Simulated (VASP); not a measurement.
# NaRePb2O6 (Fm-3m) in VASP: single point with r2SCAN

Aim: the single point of NaRePb2O6 with r2SCAN.

Program: VASP 6.6.1. These are calculated values, not measurements. Logs are shortened: lines on timing, memory, paths and dates and some standing lists are left out, and cuts for length are marked.

## Step 1: The cell of the first run

The structure is cubic, space group Fm-3m (No. 225). The conventional cell has a = 7.997 Å, b = 7.997 Å, c = 7.997 Å, α = 90.00°, β = 90.00°, γ = 90.00°. Within 2.9 Å of Na (site symmetry m-3m) lie 6 O at 2.21 Å. Pb (site symmetry -43m) has 12 O at 2.84 Å and 4 Na at 3.46 Å and 4 Re at 3.46 Å within 3.7 Å. Re (site symmetry m-3m) has 6 O at 1.79 Å within 2.4 Å. O (site symmetry 4mm) has 1 Re at 1.79 Å and 1 Na at 2.21 Å within 2.4 Å.

## Step 2: Single point, r2SCAN

Contents of POSCAR:

```
NaRePb2O6
1.0
    0.0000000000      3.9986475300      3.9986475300
    3.9986475300      0.0000000000      3.9986475300
    3.9986475300      3.9986475300      0.0000000000
Na Pb Re O
1 2 1 6
Direct
    0.5000000000      0.5000000000      0.5000000000
    0.2500000000      0.2500000000      0.2500000000
    0.7500000000      0.7500000000      0.7500000000
    0.0000000000      0.0000000000      0.0000000000
    0.7760000000      0.2240000000      0.2240000000
    0.2240000000      0.7760000000      0.2240000000
    0.2240000000      0.7760000000      0.7760000000
    0.7760000000      0.2240000000      0.7760000000
    0.2240000000      0.2240000000      0.7760000000
    0.7760000000      0.7760000000      0.2240000000
```

Contents of INCAR.step1:

```
ALGO = Normal
EDIFF = 1E-4
ENCUT = 520
GGA = PE
ISMEAR = -1
LASPH = T
LCHARG = F
LREAL = F
LWAVE = T
NBANDS = 50
NELM = 60
PREC = Accurate
SIGMA = 0.1
```

Contents of INCAR.step2:

```
ALGO = Normal
EDIFF = 1E-6
ENCUT = 520
ISIF = 2
ISMEAR = -1
ISTART = 1
LASPH = T
LCHARG = T
LELF = T
LMIXTAU = T
LREAL = F
LVHAR = T
LWAVE = F
METAGGA = R2SCAN
NBANDS = 50
NELM = 60
PREC = Accurate
SIGMA = 0.1
```

Contents of KPOINTS:

```
k-points
0
Gamma
  6 6 6
```

Potentials or basis: VASP PAW PBE potentials, release 64 (Na_pv, Pb_d, Re, O).

The run is started by

```
$ cat potpaw_PBE.64/Na_pv/POTCAR potpaw_PBE.64/Pb_d/POTCAR potpaw_PBE.64/Re/POTCAR potpaw_PBE.64/O/POTCAR > POTCAR
$ cp INCAR.step1 INCAR
$ mpirun -np 1 vasp_std > vasp.out
$ cp INCAR.step2 INCAR
$ mpirun -np 1 vasp_std > vasp.out
```

OUTCAR:

```text
EDIFF = 1E-6
   ENCUT = 520
   ISIF = 2
   ISMEAR = -1
   ISTART = 1
   LASPH = T
   LREAL = F
   METAGGA = R2SCAN
   NELM = 60
   PREC = Accurate

 ion  position               nearest neighbor table
   1  0.500  0.500  0.500-   5 2.21   6 2.21   7 2.21   8 2.21   9 2.21  10 2.21   2 3.46   3 3.46
                             2 3.46   2 3.46   2 3.46   3 3.46   3 3.46   3 3.46
   2  0.250  0.250  0.250-   5 2.84   8 2.84  10 2.84   6 2.84   7 2.84  10 2.84   7 2.84   8 2.84
                             9 2.84   5 2.84   6 2.84   9 2.84   4 3.46   1 3.46   4 3.46   4 3.46
   3  0.750  0.750  0.750-   7 2.84   8 2.84  10 2.84   5 2.84   6 2.84  10 2.84   5 2.84   8 2.84
                             9 2.84   6 2.84   7 2.84   9 2.84   1 3.46   4 3.46   1 3.46   1 3.46
   4  0.000  0.000  0.000-   5 1.79   6 1.79   7 1.79   8 1.79   9 1.79  10 1.79   2 3.46   3 3.46
                             3 3.46   3 3.46   3 3.46   2 3.46   2 3.46   2 3.46
   5  0.776  0.224  0.224-   4 1.79   1 2.21   3 2.84   2 2.84   3 2.84   2 2.84
   6  0.224  0.776  0.224-   4 1.79   1 2.21   3 2.84   2 2.84   3 2.84   2 2.84
   7  0.224  0.776  0.776-   4 1.79   1 2.21   3 2.84   3 2.84   2 2.84   2 2.84
   8  0.776  0.224  0.776-   4 1.79   1 2.21   3 2.84   3 2.84   2 2.84   2 2.84
   9  0.224  0.224  0.776-   4 1.79   1 2.21   3 2.84   2 2.84   3 2.84   2 2.84
  10  0.776  0.776  0.224-   4 1.79   1 2.21   3 2.84   3 2.84   2 2.84   2 2.84

  LATTYP: Found a face centered cubic cell.
 ALAT       =     7.9972950600

  Lattice vectors:

 A1 = (   0.0000000000,   3.9986475300,   3.9986475300)
 A2 = (   3.9986475300,   0.0000000000,   3.9986475300)
 A3 = (   3.9986475300,   3.9986475300,   0.0000000000)

Analysis of symmetry for initial positions (statically):
=====================================================================
 Subroutine PRICEL returns:
 Original cell was already a primitive cell.

 Routine SETGRP: Setting up the symmetry group for a
 face centered cubic supercell.

 Subroutine GETGRP returns: Found 48 space group operations
 (whereof 48 operations were pure point group operations)
 out of a pool of 48 trial point group operations.

The static configuration has the point symmetry O_h .

Analysis of symmetry for dynamics (positions and initial velocities):
=====================================================================
 Subroutine PRICEL returns:
 Original cell was already a primitive cell.

 Routine SETGRP: Setting up the symmetry group for a
 face centered cubic supercell.

 Subroutine GETGRP returns: Found 48 space group operations
 (whereof 48 operations were pure point group operations)
 out of a pool of 48 trial point group operations.

The dynamic configuration has the point symmetry O_h .

 Subroutine INISYM returns: Found 48 space group operations
 (whereof 48 operations are pure point group operations),
 and found     1 'primitive' translations

----------------------------------------------------------------------------------------

                                     Primitive cell

  volume of cell :     127.8702

  direct lattice vectors                    reciprocal lattice vectors
     0.000000000  3.998647530  3.998647530    -0.125042279  0.125042279  0.125042279
     3.998647530  0.000000000  3.998647530     0.125042279 -0.125042279  0.125042279
     3.998647530  3.998647530  0.000000000     0.125042279  0.125042279 -0.125042279

  length of vectors
     5.654941568  5.654941568  5.654941568     0.216579580  0.216579580  0.216579580

  position of ions in fractional coordinates (direct lattice)
     0.500000000  0.500000000  0.500000000
     0.250000000  0.250000000  0.250000000
     0.750000000  0.750000000  0.750000000
     0.000000000  0.000000000  0.000000000
     0.776000000  0.224000000  0.224000000
     0.224000000  0.776000000  0.224000000
     0.224000000  0.776000000  0.776000000
     0.776000000  0.224000000  0.776000000
     0.224000000  0.224000000  0.776000000
     0.776000000  0.776000000  0.224000000

  ion indices of the primitive-cell ions
   primitive index   ion index
                 1           1
                 2           2
                 3           3
                 4           4
                 5           5
                 6           6
                 7           7
                 8           8
                 9           9
                10          10

----------------------------------------------------------------------------------------

 KPOINTS: k-points

Automatic generation of k-mesh.
 Grid dimensions read from file:
 generate k-points for:    6    6    6

 Generating k-lattice:

  Cartesian coordinates                     Fractional coordinates (reciprocal lattice)
    -0.020840380  0.020840380  0.020840380     0.166666667  0.000000000  0.000000000
     0.020840380 -0.020840380  0.020840380     0.000000000  0.166666667  0.000000000
     0.020840380  0.020840380 -0.020840380     0.000000000  0.000000000  0.166666667

  Length of vectors
     0.036096597  0.036096597  0.036096597

  Shift w.r.t. Gamma in fractional coordinates (k-lattice)
     0.000000000  0.000000000  0.000000000

 Subroutine IBZKPT returns following result:
 ===========================================

 Found     16 irreducible k-points:

 Following reciprocal coordinates:
            Coordinates               Weight
  0.000000  0.000000  0.000000      1.000000
  0.166667  0.000000  0.000000      8.000000
  0.333333  0.000000  0.000000      8.000000
  0.500000  0.000000  0.000000      4.000000
  0.166667  0.166667  0.000000      6.000000
  0.333333  0.166667  0.000000     24.000000
[... 8 lines left out ...]
 -0.333333  0.333333  0.166667     24.000000
 -0.333333  0.500000  0.166667     12.000000
   k-points           NKPTS =     16   k-points in BZ     NKDIM =     16   number of bands    NBANDS=     50
   number of dos      NEDOS =    301   number of ions     NIONS =     10
   total plane-waves  NPLWV =  74088
   dimension x,y,z NGX =    42 NGY =   42 NGZ =   42
   dimension x,y,z NGXF=    84 NGYF=   84 NGZF=   84
   ions per type =               1   2   1   6
   NGX,Y,Z   is equivalent  to a cutoff of  12.35, 12.35, 12.35 a.u.
   NGXF,Y,Z  is equivalent  to a cutoff of  24.69, 24.69, 24.69 a.u.
 SYSTEM =  unknown system
   PREC   = accura    normal or accurate (medium, high low for compatibility)
   ISTART =      1    job   : 0-new  1-cont  2-samecut
   ICHARG =      0    charge: 1-file 2-atom 10-const
   ISPIN  =      1    spin polarized calculation?
   LNONCOLLINEAR =      F non collinear calculations
   LSORBIT =      F    spin-orbit coupling
   LASPH  =      T    aspherical Exc in radial PAW
   ENCUT  =  520.0 eV  38.22 Ry    6.18 a.u.  10.51 10.51 10.51*2*pi/ulx,y,z
   NELM   =     60;   NELMIN=  2; NELMDL=  0     # of ELM steps
   EDIFF  = 0.1E-05   stopping-criterion for ELM
   LREAL  =      F    real-space projection
[... 7 lines left out ...]
   TEBEG  =    0.0;   TEEND  =   0.0 temperature during run
   PSTRESS=    0.0 pullay stress
   NELECT =      78.0000    total number of electrons
   NUPDOWN=      -1.0000    fix difference up-down
   EMIN   =  10.00;   EMAX   =-10.00  energy-range for DOS
   EFERMI =   0.00;   METHOD = LEGACY
   ISMEAR =    -1;   SIGMA  =   0.10  broadening in eV -4-tet -1-fermi 0-gaus
   EFERMI_NEDOS =   21; number of points for ismear=-14 and -15
   IALGO  =     38    algorithm
   IMIX   =      4    mixing-type and parameters
     AMIX     =   0.40;   BMIX     =  1.00
     AMIX_MAG =   1.60;   BMIX_MAG =  1.00
  volume/ion in A,a.u.               =      12.79        86.29
  Fermi-wavevector in a.u.,A,eV,Ry     =   1.388406  2.623707 26.227571  1.927672
  Thomas-Fermi vector in A             =   2.512535
   LORBIT       =      0    0 simple, 1 ext, 2 COOP (PROOUT), +10 PAW based schemes
   METAGGA = R2SCAN    functional components
   LHFCALC =     F    Hartree Fock is set to
   AEXX    =    0.0000 exact exchange contribution
   IVDW    =     0    specifies the selected vdW correction
   LEPSILON=     F    determine dielectric tensor
   LRPA    =     F    only Hartree local field effects (RPA)
 non-spin polarized calculation
  energy-cutoff  :      520.00
  volume of cell :      127.87
 maximum number of plane-waves:      3479
   NGX = 21   NGY = 21   NGZ = 21

 number of electron      78.0000010 magnetization

 Free energy of the ion-electron system (eV)
  ---------------------------------------------------
  ext. energy  EPLUGINS =         0.00000000
  ---------------------------------------------------
  free energy    TOTEN  =      -218.55067321 eV

  energy without entropy =     -218.55065673  energy(sigma->0) =     -218.55066497

 E-fermi :   5.3543     XC(G=0): -11.7536

 val. band max:        4.2433266283   @ k =   0.5000   0.5000   0.0000
 cond. band min:       6.2496661895   @ k =   0.0000   0.0000   0.0000
 fundamental gap:      2.0063395612
 Fermi energy:         5.3542828639

 k-point     1 :       0.0000    0.0000    0.0000
  band No.  band energies     occupation
      1     -16.5573      2.00000
      2     -16.5569      2.00000
      3     -16.5569      2.00000
      4     -15.1755      2.00000
      5     -14.2840      2.00000
      6     -14.2840      2.00000
[... 42 lines left out ...]
     49      14.7263      0.00000
     50      14.7401      0.00000

 k-point     2 :       0.1667    0.0000    0.0000
  band No.  band energies     occupation
      1     -16.5690      2.00000
      2     -16.5611      2.00000
      3     -16.5607      2.00000
      4     -15.1037      2.00000
      5     -14.2672      2.00000
      6     -14.2672      2.00000
[... 42 lines left out ...]
     49      14.9746      0.00000
     50      14.9989      0.00000

 k-point     3 :       0.3333    0.0000    0.0000
  band No.  band energies     occupation
      1     -16.5905      2.00000
      2     -16.5687      2.00000
      3     -16.5683      2.00000
      4     -14.9511      2.00000
      5     -14.2339      2.00000
      6     -14.2339      2.00000
[... 42 lines left out ...]
     49      14.8327      0.00000
     50      14.8328      0.00000

 k-point     4 :       0.5000    0.0000    0.0000
  band No.  band energies     occupation
      1     -16.6002      2.00000
      2     -16.5724      2.00000
      3     -16.5721      2.00000
      4     -14.8684      2.00000
      5     -14.2175      2.00000
      6     -14.2175      2.00000
[... 575 lines left out ...]
 k-point    15 :      -0.3333    0.3333    0.1667
  band No.  band energies     occupation
      1     -16.5829      2.00000
      2     -16.5641      2.00000
      3     -16.5623      2.00000
      4     -14.8839      2.00000
      5     -14.3486      2.00000
      6     -14.2047      2.00000
[... 42 lines left out ...]
     49      14.0957      0.00000
     50      14.7975      0.00000

 k-point    16 :      -0.3333    0.5000    0.1667
  band No.  band energies     occupation
      1     -16.5741      2.00000
      2     -16.5597      2.00000
      3     -16.5577      2.00000
      4     -14.8987      2.00000
      5     -14.3972      2.00000
      6     -14.2021      2.00000
[... 42 lines left out ...]
     49      13.7858      0.00000
     50      14.9131      0.00000

------------------------ aborting loop because EDIFF is reached ----------------------------------------

  FORCE on cell =-STRESS in cart. coord.  units (eV):
  Direction    XX          YY          ZZ          XY          YZ          ZX
  --------------------------------------------------------------------------------------
  -------------------------------------------------------------------------------------
  Total       16.2495898     16.2495898     16.2495898     -0.0000000      0.0000000      0.0000000
  in kB      203.6027395    203.6027395    203.6027395     -0.0000000      0.0000000      0.0000000
  external PRESSURE =     203.6027395 kB  Pullay stress =       0.0000000 kB

 VOLUME and BASIS-vectors are now :
 -----------------------------------------------------------------------------
  energy-cutoff  :      520.00
  volume of cell :      127.87
      direct lattice vectors                 reciprocal lattice vectors
     0.000000000  3.998647530  3.998647530    -0.125042279  0.125042279  0.125042279
     3.998647530  0.000000000  3.998647530     0.125042279 -0.125042279  0.125042279
     3.998647530  3.998647530  0.000000000     0.125042279  0.125042279 -0.125042279

 POSITION                                       TOTAL-FORCE (eV/Angst)
 -----------------------------------------------------------------------------------
      3.99865      3.99865      3.99865        -0.000000      0.000000     -0.000000
      1.99932      1.99932      1.99932         0.000000      0.000000     -0.000000
      5.99797      5.99797      5.99797        -0.000000     -0.000000     -0.000000
      0.00000      0.00000      0.00000        -0.000000      0.000000     -0.000000
      1.79139      3.99865      3.99865         4.250574      0.000000     -0.000000
      3.99865      1.79139      3.99865        -0.000000      4.250574     -0.000000
      6.20590      3.99865      3.99865        -4.250574      0.000000     -0.000000
      3.99865      6.20590      3.99865        -0.000000     -4.250574     -0.000000
      3.99865      3.99865      1.79139        -0.000000      0.000000      4.250574
      3.99865      3.99865      6.20590        -0.000000      0.000000     -4.250574
 -----------------------------------------------------------------------------------
    total drift:                                0.000000      0.000000      0.000000

  FREE ENERGIE OF THE ION-ELECTRON SYSTEM (eV)
  ---------------------------------------------------
  free  energy   TOTEN  =      -218.5506732127 eV

  energy  without entropy=     -218.5506567256  energy(sigma->0) =     -218.55066497
```

Run time: 8.3 min. Hardware: 1 thread of AMD EPYC 7R43 (Zen 3), shared host; peak memory 0.3 GiB.

Results:

```yaml
Free_energy: -218.5507 eV
Pressure: 20.4 GPa
Largest_force: 4.251 eV/Å
Band_gap_on_the_k_mesh: 2.01 eV (least direct gap 2.08 eV)
```

Forces in eV/Å, atoms in the order of the input:
```
Na   0.000  0.000  0.000
Pb   0.000  0.000  0.000
Pb   0.000  0.000  0.000
Re   0.000  0.000  0.000
O    4.251  0.000  0.000
O    0.000  4.251  0.000
O   -4.251  0.000  0.000
O    0.000 -4.251  0.000
O    0.000  0.000  4.251
O    0.000  0.000 -4.251
```

Caveat: the cell stands under pressure; the PAW data sets were made with another functional, which shifts forces and pressure a little; spin-orbit coupling is left out, which moves the levels of the heavy elements. A k mesh can miss the band edges.
